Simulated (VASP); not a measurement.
MgCd2O3: single point with PBE

The system is MgCd2O3.

```xyz
6
Lattice="5.8050 0.0000 0.0000 -2.9025 5.0273 0.0000 0.0000 0.0000 3.1000" Properties=species:S:1:pos:R:3 pbc="T T T"
Mg    0.0000    0.0000    0.0000
Cd    2.9025    1.6758    0.0000
Cd    0.0000    3.3515    0.0000
O     2.9025    0.0000    1.5500
O     1.4513    2.5136    1.5500
O    -1.4513    2.5136    1.5500
```

The cell was generated, and may not be a known phase.

```json
{
  "Program": "VASP 6.6.1",
  "Task": "single point",
  "Functional": "PBE",
  "Potentials or basis": "VASP PAW PBE potentials, release 64 (Mg_sv, Cd_sv_GW, O)",
  "Cutoff": "840 eV",
  "k mesh": "6 × 6 × 4",
  "Occupations": "gaussian, width 0.1 eV",
  "Spin": "collinear spin, ferromagnetic start",
  "Starting moments": "[0.0, 0.0, 0.0, 1.0, 1.0, 1.0] μB"
}
```

```json
{
  "Pressure": "0.1 GPa",
  "Band gap on the k mesh": "zero (filled and empty bands overlap)",
  "Net moment": "0.00 μB per cell",
  "Valence electrons inside the program's atomic spheres": "Mg 8.05; Cd 17.64; O 4.89"
}
```

Stress tensor (GPa, compression positive):
```
 0.14  0.00  0.00
 0.00  0.14  0.00
 0.00  0.00 -0.13
```

Levels at points of the mesh, in eV from the Fermi level:
Spin up:
```tsv
k point	band 32	band 33	band 34	band 35	band 36	band 37
(0.00, 0.00, 0.00)	-0.69	-0.69	-0.19	-0.19	2.59	4.82
(0.50, 0.00, 0.00)	-0.76	-0.72	-0.19	0.22	1.65	3.73
(0.00, 0.00, 0.50)	-0.57	0.10	0.10	1.35	2.36	4.11
(0.50, 0.00, 0.50)	-1.44	-0.98	0.10	1.80	2.43	5.05
```
Spin down:
```tsv
k point	band 32	band 33	band 34	band 35	band 36	band 37
(0.00, 0.00, 0.00)	-0.69	-0.69	-0.19	-0.19	2.59	4.82
(0.50, 0.00, 0.00)	-0.76	-0.72	-0.19	0.22	1.65	3.73
(0.00, 0.00, 0.50)	-0.57	0.10	0.10	1.35	2.36	4.11
(0.50, 0.00, 0.50)	-1.44	-0.98	0.10	1.80	2.43	5.05
```

Run time: 4.7 min on 1 thread of Intel(R) Xeon(R) Platinum 8488C (Sapphire Rapids), with other jobs on the host, peak memory 0.55 GiB.

Caveat: the k points lie up to 0.51 Å⁻¹ apart, too coarse for converged energies and pressures of a metal; semilocal functionals underestimate gaps, and a narrow one can read as zero.
